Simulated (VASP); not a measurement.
# Ta8H (I-4m2) in VASP: a series of runs

Ta8H is run at these levels: r2SCAN; tasks: single point.

Program: VASP 6.6.1. These are calculated values, not measurements. Logs are shortened: lines on timing, memory, paths and dates and some standing lists are left out, and cuts for length are marked.

**1. The cell of the first run**

It takes space group I-4m2 (No. 119, tetragonal). The conventional cell has a = 6.642 Å, b = 6.642 Å, c = 6.683 Å, α = 90.00°, β = 90.00°, γ = 90.00°. Within 2.5 Å of Ta (site symmetry m) lie 1 H at 1.92 Å. Within 3.7 Å of Ta (site symmetry m) lie 14 Ta at 2.84 to 3.38 Å and 1 H at 3.03 Å. H (site symmetry -4m2) has 4 Ta at 1.92 Å within 2.5 Å.

**2. Single point, r2SCAN**

File POSCAR:

```
Ta8H
1.0
   -3.3209670576      3.3209670576      3.3414272551
    3.3209670576     -3.3209670576      3.3414272551
    3.3209670576      3.3209670576     -3.3414272551
Ta H
8 1
Direct
   -0.0033924718     -0.0114972790     -0.0081048072
    0.0000960952     -0.0025701832      0.5026662784
   -0.0047123353      0.5033924718     -0.0081048072
   -0.0033924718      0.5047123353      0.5081048072
    0.4947635384     -0.0025701832     -0.0026662784
    0.5025701832      0.0052364616      0.5026662784
    0.5025701832      0.4999039048     -0.0026662784
    0.5114972790      0.5033924718      0.5081048072
    0.1250000000      0.3750000000      0.2500000000
```

File INCAR.step1:

```
  PREC = Accurate
  ENCUT = 520
  ISMEAR = 0
  SIGMA = 0.1
  LREAL = False
  LASPH = True
  NELM = 100
  NBANDS = 54
  GGA = PE
  ALGO = Normal
  EDIFF = 1E-4
  LWAVE = True
  LCHARG = False
```

File INCAR.step2:

```
  PREC = Accurate
  ENCUT = 520
  EDIFF = 1E-6
  ISMEAR = 0
  SIGMA = 0.1
  LREAL = False
  LASPH = True
  NELM = 100
  ALGO = Normal
  ISIF = 2
  LWAVE = False
  LCHARG = False
  METAGGA = R2SCAN
  LMIXTAU = True
  NBANDS = 54
  ISTART = 1
```

File KPOINTS:

```
regular mesh
0
Gamma
  6 6 6
```

Potentials or basis: VASP PAW PBE potentials, release 64 (Ta_pv, H).

Run with:

```
$ cat potpaw_PBE.64/Ta_pv/POTCAR potpaw_PBE.64/H/POTCAR > POTCAR
$ cp INCAR.step1 INCAR
$ mpirun -np 1 vasp_std > vasp.out
$ cp INCAR.step2 INCAR
$ mpirun -np 1 vasp_std > vasp.out
```

OUTCAR:

```text
PREC = Accurate
   ENCUT = 520
   EDIFF = 1E-6
   ISMEAR = 0
   LREAL = False
   LASPH = True
   NELM = 100
   ISIF = 2
   METAGGA = R2SCAN
   ISTART = 1

 ion  position               nearest neighbor table
   1  0.997  0.989  0.992-   9 1.92   8 2.79   3 2.79   2 2.84   5 2.84   2 2.92   5 2.92   3 2.97
                             8 2.97   4 3.21   7 3.30   6 3.32   6 3.32   7 3.38   4 3.43
   2  0.000  0.997  0.503-   1 2.84   4 2.84   7 2.88   6 2.88   6 2.88   7 2.88   4 2.92   1 2.92
                             5 3.29   8 3.30   3 3.32   3 3.32   5 3.36   8 3.38
   3  0.995  0.503  0.992-   9 1.92   4 2.79   1 2.79   6 2.84   7 2.84   7 2.92   6 2.92   1 2.97
                             4 2.97   8 3.21   5 3.30   2 3.32   2 3.32   5 3.38   8 3.43
   4  0.997  0.505  0.508-   9 1.92   3 2.79   8 2.79   5 2.84   2 2.84   2 2.92   5 2.92   8 2.97
                             3 2.97   1 3.21   6 3.30   7 3.32   7 3.32   6 3.38   1 3.43
   5  0.495  0.997  0.997-   1 2.84   4 2.84   7 2.88   6 2.88   6 2.88   7 2.88   4 2.92   1 2.92
                             2 3.29   3 3.30   8 3.32   8 3.32   2 3.36   3 3.38
   6  0.503  0.005  0.503-   8 2.84   3 2.84   5 2.88   2 2.88   5 2.88   2 2.88   3 2.92   8 2.92
                             7 3.29   4 3.30   1 3.32   1 3.32   7 3.36   4 3.38
   7  0.503  0.500  0.997-   8 2.84   3 2.84   5 2.88   2 2.88   5 2.88   2 2.88   3 2.92   8 2.92
                             6 3.29   1 3.30   4 3.32   4 3.32   6 3.36   1 3.38
   8  0.511  0.503  0.508-   9 1.92   1 2.79   4 2.79   7 2.84   6 2.84   6 2.92   7 2.92   4 2.97
                             1 2.97   3 3.21   2 3.30   5 3.32   5 3.32   2 3.38   3 3.43
   9  0.125  0.375  0.250-   3 1.92   4 1.92   1 1.92   8 1.92

  LATTYP: Found a body centered tetragonal cell.
 ALAT       =     6.6419341152
 C/A-ratio  =     1.0061609155

  Lattice vectors:

 A1 = (  -3.3209670576,   3.3209670576,   3.3414272551)
 A2 = (   3.3209670576,  -3.3209670576,   3.3414272551)
 A3 = (   3.3209670576,   3.3209670576,  -3.3414272551)

Analysis of symmetry for initial positions (statically):
=====================================================================
 Subroutine PRICEL returns:
 Original cell was already a primitive cell.

 Routine SETGRP: Setting up the symmetry group for a
 body centered tetragonal supercell.

 Subroutine GETGRP returns: Found  8 space group operations
 (whereof  2 operations were pure point group operations)
 out of a pool of 16 trial point group operations.

The static configuration has the point symmetry C_1h.
 The point group associated with its full space group is D_2d.

Analysis of symmetry for dynamics (positions and initial velocities):
=====================================================================
 Subroutine PRICEL returns:
 Original cell was already a primitive cell.

 Routine SETGRP: Setting up the symmetry group for a
[... 131 lines left out ...]
   PSTRESS=    0.0 pullay stress
   NELECT =      89.0000    total number of electrons
   NUPDOWN=      -1.0000    fix difference up-down
   EMIN   =  10.00;   EMAX   =-10.00  energy-range for DOS
   EFERMI =   0.00;   METHOD = LEGACY
   ISMEAR =     0;   SIGMA  =   0.10  broadening in eV -4-tet -1-fermi 0-gaus
   EFERMI_NEDOS =   21; number of points for ismear=-14 and -15
   IALGO  =     38    algorithm
   IMIX   =      4    mixing-type and parameters
     AMIX     =   0.40;   BMIX     =  1.00
     AMIX_MAG =   1.60;   BMIX_MAG =  1.00
  volume/ion in A,a.u.               =      16.38       110.53
  Fermi-wavevector in a.u.,A,eV,Ry     =   1.383666  2.614749 26.048766  1.914530
  Thomas-Fermi vector in A             =   2.508242
   LORBIT       =      0    0 simple, 1 ext, 2 COOP (PROOUT), +10 PAW based schemes
   METAGGA = R2SCAN    functional components
   LHFCALC =     F    Hartree Fock is set to
   AEXX    =    0.0000 exact exchange contribution
   IVDW    =     0    specifies the selected vdW correction
   LEPSILON=     F    determine dielectric tensor
   LRPA    =     F    only Hartree local field effects (RPA)
 non-spin polarized calculation
 Gauss-broadening in eV      SIGMA  =   0.10
  energy-cutoff  :      520.00
  volume of cell :      147.41
 maximum number of plane-waves:      4013
 NGX is ok and might be reduce to    48
   NGX = 21   NGY = 21   NGZ = 21

 number of electron      89.0000002 magnetization

 Free energy of the ion-electron system (eV)
  ---------------------------------------------------
  ext. energy  EPLUGINS =         0.00000000
  ---------------------------------------------------
  free energy    TOTEN  =      -392.59117700 eV

  energy without entropy =     -392.53868266  energy(sigma->0) =     -392.56492983

 E-fermi :   5.2150     XC(G=0): -13.7056

 val. band max:        5.2066928657   @ k =  -0.3333  -0.3333   0.1667
 cond. band min:       5.2168766168   @ k =  -0.1667   0.5000   0.1667
 fundamental gap:      0.0101837511
 Fermi energy:         5.2150039894

 k-point     1 :       0.0000    0.0000    0.0000
  band No.  band energies     occupation
      1     -30.3151      2.00000
      2     -30.2221      2.00000
      3     -30.2203      2.00000
      4     -30.2166      2.00000
      5     -30.2166      2.00000
      6     -30.2069      2.00000
[... 1357 lines left out ...]
     53       8.2748      0.00000
     54       8.2924      0.00000

 [... further k-points ...]
[... 5 lines left out ...]
  --------------------------------------------------------------------------------------
  -------------------------------------------------------------------------------------
  Total        0.5925972      0.5925972      0.5654265      0.0000000     -0.0000000      0.0000000
  in kB        6.4409369      6.4409369      6.1456183      0.0000000     -0.0000000      0.0000000
  external PRESSURE =       6.3424974 kB  Pullay stress =       0.0000000 kB

 VOLUME and BASIS-vectors are now :
 -----------------------------------------------------------------------------
  energy-cutoff  :      520.00
  volume of cell :      147.41
      direct lattice vectors                 reciprocal lattice vectors
    -3.320967058  3.320967058  3.341427255     0.000000000  0.150558555  0.149636656
     3.320967058 -3.320967058  3.341427255     0.150558555  0.000000000  0.149636656
     3.320967058  3.320967058 -3.341427255     0.150558555  0.150558555  0.000000000

 POSITION                                       TOTAL-FORCE (eV/Angst)
 -----------------------------------------------------------------------------------
      3.26714      3.32097      3.31876        -0.008553      0.000000     -0.005907
      4.98145     -1.64277      1.65354        -0.000000      0.004054     -0.000753
      1.66048      4.92762      1.69339        -0.000000     -0.008553      0.005907
      0.05383      3.32097      3.31876         0.008553      0.000000     -0.005907
      4.98145      1.64277      1.65354        -0.000000     -0.004054     -0.000753
      0.01771      3.32097      0.01718         0.004054      0.000000      0.000753
      3.30326      3.32097      0.01718        -0.004054      0.000000      0.000753
      1.66048      1.71432      1.69339        -0.000000      0.008553      0.005907
      1.66048      0.00000      0.83536        -0.000000      0.000000      0.000000
 -----------------------------------------------------------------------------------
    total drift:                                0.000001     -0.000001      0.000000

  FREE ENERGIE OF THE ION-ELECTRON SYSTEM (eV)
  ---------------------------------------------------
  free  energy   TOTEN  =      -392.5911770044 eV

  energy  without entropy=     -392.5386826569  energy(sigma->0) =     -392.56492983
```

OUTCAR.step1:

```text
PREC = Accurate
   ENCUT = 520
   ISMEAR = 0
   LREAL = False
   LASPH = True
[... 1627 lines left out ...]
      0.01771      3.32097      0.01718        -0.029376     -0.000000     -0.044708
      3.30326      3.32097      0.01718         0.029376      0.000000     -0.044708
      1.66048      1.71432      1.69339        -0.000000     -0.024736     -0.006252
      1.66048      0.00000      0.83536        -0.000000      0.000000     -0.000000
 -----------------------------------------------------------------------------------
    total drift:                                0.000000     -0.000000      0.000000

  FREE ENERGIE OF THE ION-ELECTRON SYSTEM (eV)
  ---------------------------------------------------
  free  energy   TOTEN  =       -98.2754782376 eV

  energy  without entropy=      -98.2188437046  energy(sigma->0) =      -98.24716097
```

OSZICAR.step1:

```text
N       E                     dE             d eps       ncg     rms          rms(c)
DAV:   1     0.941306827822E+03    0.94131E+03   -0.49088E+04  3240   0.171E+03
DAV:   2    -0.513097427311E+02   -0.99262E+03   -0.97142E+03  3430   0.519E+02
DAV:   3    -0.101049533749E+03   -0.49740E+02   -0.47573E+02  4102   0.983E+01
DAV:   4    -0.102546528109E+03   -0.14970E+01   -0.14729E+01  3878   0.149E+01
DAV:   5    -0.102594443873E+03   -0.47916E-01   -0.47805E-01  4128   0.222E+00    0.391E+01
DAV:   6    -0.992469038377E+02    0.33475E+01   -0.46327E+00  3710   0.122E+01    0.190E+01
DAV:   7    -0.984192425671E+02    0.82766E+00   -0.45408E+00  3912   0.126E+01    0.231E+00
DAV:   8    -0.982799839093E+02    0.13926E+00   -0.78791E-01  4202   0.562E+00    0.913E-01
DAV:   9    -0.982752622658E+02    0.47216E-02   -0.56977E-02  3698   0.125E+00    0.318E-01
DAV:  10    -0.982754648756E+02   -0.20261E-03   -0.27318E-03  4088   0.233E-01    0.160E-01
DAV:  11    -0.982754782376E+02   -0.13362E-04   -0.25671E-04  2646   0.708E-02
   1 F= -.98275478E+02 E0= -.98247161E+02  d E =-.566345E-01
```

It took 11 min on 1 thread of Intel Xeon Platinum 8488C (Sapphire Rapids), shared host; peak memory 0.45 GiB.

What came out:

```
Free energy   : -392.5912 eV
Pressure      : 0.6 GPa
Largest force : 0.010 eV/Å
```

Forces on the atoms (eV/Å):
```
Ta  -0.009  0.000 -0.006
Ta   0.000  0.004 -0.001
Ta   0.000 -0.009  0.006
Ta   0.009  0.000 -0.006
Ta   0.000 -0.004 -0.001
Ta   0.004  0.000  0.001
Ta  -0.004  0.000  0.001
Ta   0.000  0.009  0.006
H    0.000  0.000  0.000
```

Caveat: the PAW data sets were made with another functional, which shifts forces and pressure a little; spin-orbit coupling is left out, which moves the levels of the heavy elements.

**3. Single point, r2SCAN**

This run uses another cell than the first one, of 16.23 Å³/atom, 0.991 times its volume.

File POSCAR:

```
Ta8H
1.0
   -3.3099806601      3.3099806601      3.3337760442
    3.3099806601     -3.3099806601      3.3337760442
    3.3099806601      3.3099806601     -3.3337760442
Ta H
8 1
Direct
   -0.0026611420     -0.0087520199     -0.0060908778
    0.0002095024     -0.0016867658      0.5018962682
   -0.0034297358      0.5026611420     -0.0060908778
   -0.0026611420      0.5034297358      0.5060908778
    0.4964169660     -0.0016867658     -0.0018962682
    0.5016867658      0.0035830340      0.5018962682
    0.5016867658      0.4997904976     -0.0018962682
    0.5087520199      0.5026611420      0.5060908778
    0.1250000000      0.3750000000      0.2500000000
```

File INCAR.step1:

```
  PREC = Accurate
  ENCUT = 520
  ISMEAR = 0
  SIGMA = 0.1
  LREAL = F
  LASPH = T
  NELM = 100
  NBANDS = 54
  GGA = PE
  ALGO = Normal
  EDIFF = 1E-4
  LWAVE = T
  LCHARG = F
```

File INCAR.step2:

```
  PREC = Accurate
  ENCUT = 520
  EDIFF = 1E-6
  ISMEAR = 0
  SIGMA = 0.1
  LREAL = F
  LASPH = T
  NELM = 100
  ALGO = Normal
  ISIF = 2
  LWAVE = F
  LCHARG = F
  METAGGA = R2SCAN
  LMIXTAU = T
  NBANDS = 54
  ISTART = 1
```

File KPOINTS:

```
Automatic mesh
0
Gamma
  4 4 4
```

Potentials or basis: VASP PAW PBE potentials, release 64 (Ta_pv, H).

Run with:

```
$ cat potpaw_PBE.64/Ta_pv/POTCAR potpaw_PBE.64/H/POTCAR > POTCAR
$ cp INCAR.step1 INCAR
$ mpirun -np 1 vasp_std > vasp.out
$ cp INCAR.step2 INCAR
$ mpirun -np 1 vasp_std > vasp.out
```

It took 5.1 min on 1 thread of Intel Xeon Platinum 8488C (Sapphire Rapids), shared host; peak memory 0.39 GiB.

The run converged. Its results:

| Quantity | Value |
| --- | --- |
| Free energy | -392.6375 eV |
| Pressure | 0.6 GPa |
| Largest force | 0.027 eV/Å |

Forces on the atoms (eV/Å):
```
Ta  -0.009  0.000 -0.026
Ta   0.000 -0.006  0.015
Ta   0.000 -0.009  0.026
Ta   0.009  0.000 -0.026
Ta   0.000  0.006  0.015
Ta  -0.006  0.000 -0.015
Ta   0.006  0.000 -0.015
Ta   0.000  0.009  0.026
H    0.000  0.000  0.000
```

Levels at points of the mesh, in eV from the Fermi level:
| k point | band 41 | band 42 | band 43 | band 44 | band 45 | band 46 | band 47 | band 48 |
| --- | --- | --- | --- | --- | --- | --- | --- | --- |
| (0.00, 0.00, 0.00) | 0.67 | 0.67 | 0.76 | 1.23 | 1.34 | 1.34 | 1.36 | 1.47 |
| (0.50, 0.00, 0.00) | -0.72 | -0.68 | -0.51 | -0.47 | -0.32 | -0.10 | 1.08 | 1.13 |
| (0.50, 0.50, 0.00) | -0.75 | -0.70 | -0.63 | -0.56 | -0.38 | 0.09 | 0.93 | 0.97 |
| (0.50, 0.50, 0.50) | -0.93 | -0.79 | 0.91 | 1.00 | 1.12 | 1.12 | 1.20 | 1.20 |

Caveat: the PAW data sets were made with another functional, which shifts forces and pressure a little; spin-orbit coupling is left out, which moves the levels of the heavy elements.
